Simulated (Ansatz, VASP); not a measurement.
# BaTiO3 in VASP and in Ansatz

File INCAR:

```
SYSTEM = BaTiO3
PREC = Accurate ; ENCUT = 520
EDIFF = 1E-7 ; ISMEAR = -1
SIGMA = 0.08 ; LREAL = .FALSE.
LASPH = .TRUE. ; NELM = 60
ALGO = Normal ; ISIF = 2
LWAVE = .FALSE. ; LCHARG = .FALSE.
GGA = PE ; NBANDS = 28
```

KPOINTS

```
regular mesh
0
G
  7 7 7
  0 0 0
```

Contents of POSCAR:

```
BaTiO3
1.0
    3.9181485176      0.0000000000      0.0000000000
    0.0000000000      3.9181485176      0.0000000000
    0.0000000000      0.0000000000      3.9359769848
Ba Ti O
1 1 3
Direct
    0.0000000000      0.0000000000      0.0000000000
    0.5000000000      0.5000000000      0.4820000000
    0.5000000000      0.5000000000      0.0160000000
    0.5000000000      0.0000000000      0.5150000000
    0.0000000000      0.5000000000      0.5150000000
```

Input for Ansatz:

```yaml
crystal:
  lattice:
    - [3.9181485176, 0.0, 0.0]
    - [0.0, 3.9181485176, 0.0]
    - [0.0, 0.0, 3.9359769848]
  atoms:
    - { symbol: Ba, position: [0.0, 0.0, 0.0] }
    - { symbol: Ti, position: [0.5, 0.5, 0.482] }
    - { symbol: O, position: [0.5, 0.5, 0.016] }
    - { symbol: O, position: [0.5, 0.0, 0.515] }
    - { symbol: O, position: [0.0, 0.5, 0.515] }
kpoints:
  mp_grid: { grid: [7, 7, 7] }
  band_path:
    path:
      - [0.0, 0.0, 0.0]
      - [0.0, 0.5, 0.0]
      - [0.5, 0.5, 0.0]
      - [0.0, 0.0, 0.0]
      - [0.0, 0.0, 0.5]
      - [0.0, 0.5, 0.5]
      - [0.5, 0.5, 0.5]
      - [0.0, 0.0, 0.5]
      - [0.0, 0.5, 0.0]
    npoints: 5
scf:
  occupations: { method: fermi_dirac, width: 0.08 }
hamiltonian:
  xc: pbe
  pseudopotentials: { kind: all_electron, lapw: { basis_error: 0.001 } }
output:
  forces: true
  stress: true
  eigenvalues: true
```

Change from the starting cell: volume scaled by 0.94.

Alike in both runs: task single point; functional PBE; k mesh 7 × 7 × 7; occupations fermi-dirac, width 0.08 eV; no spin polarisation.

|  | VASP | Ansatz |
| --- | --- | --- |
| version | VASP 6.6.1 | Ansatz 0.2.0 |
| potentials or method | VASP PAW PBE potentials, release 64 (Ba_sv, Ti_sv, O), cutoff 520 eV | all-electron LAPW, scalar-relativistic |

```csv
,VASP,Ansatz,Ansatz less VASP
pressure (GPa),17.1,14.9,-2.25
"traceless stress, the component that is largest in VASP (GPa)",1.37,1.29,-0.077
rms of the force components (eV/Å),0.136,0.119,-0.0175
```

Atom by atom the forces differ by 0.022 eV/Å (rms over components). Ansatz ran all-electron here, and VASP with PAW potentials.

Neither program's run includes spin-orbit coupling.
